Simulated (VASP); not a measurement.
Wanted: the native input for a VASP 6.6.1 run.

```
Task                   : single point
Functional             : PBEsol
Potentials or basis    : VASP PAW PBE potentials, release 64 (Ta_pv, K_sv)
Cutoff                 : 520 eV
k mesh                 : 6 × 6 × 1
Occupations            : gaussian, width 0.1 eV
Spin                   : no spin polarisation
Dipole correction      : yes
Further INCAR settings : ALGO = Normal; EDIFF = 1e-06; NBANDS = 46
```

The structure of KTa6 lies in POSCAR:

```
KTa6
1.0
    4.6392671641      0.0000000000      0.0000000000
   -2.3196335821      4.0177232191      0.0000000000
    0.0000000000      0.0000000000     19.9438808552
Ta K
6 1
Direct
    0.6666666667      0.3333333333      0.2005627706
    0.3333333333      0.6666666667      0.2480453268
    0.0000000000      0.0000000000      0.2955278831
    0.6666666667      0.3333333333      0.3400187737
    0.3333333333      0.6666666667      0.3814681521
    0.0000000000      0.0000000000      0.4233820346
    0.0000000000      0.6666666667      0.5688672414
```

The input as run:

INCAR

```
PREC = Accurate
ENCUT = 520
EDIFF = 1E-6
ISMEAR = 0
SIGMA = 0.1
LREAL = False
LASPH = True
NELM = 60
ALGO = Normal
ISIF = 2
LWAVE = False
LCHARG = False
LDIPOL = True
IDIPOL = 3
DIPOL = 0.5 0.5 0.351
GGA = PS
NBANDS = 46
```

KPOINTS

```
Automatic mesh
0
Gamma
  6 6 1
```

Potentials or basis: VASP PAW PBE potentials, release 64 (Ta_pv, K_sv).

Run with:

```sh
$ cat potpaw_PBE.64/Ta_pv/POTCAR potpaw_PBE.64/K_sv/POTCAR > POTCAR
$ mpirun -np 1 vasp_std > vasp.out
```

It gave:

```yaml
Largest_force: 1.829 eV/Å
Band_gap_on_the_k_mesh: zero (an odd number of electrons rules out a gap without spin polarisation)
```

Caveat: the PAW data sets were made with another functional, which shifts forces and pressure a little; spin-orbit coupling is left out, which moves the levels of the heavy elements.

Wall time 7.2 min on 1 thread of Intel(R) Xeon(R) 6975P-C (Granite Rapids), with other jobs on the host, peak memory 0.58 GiB.
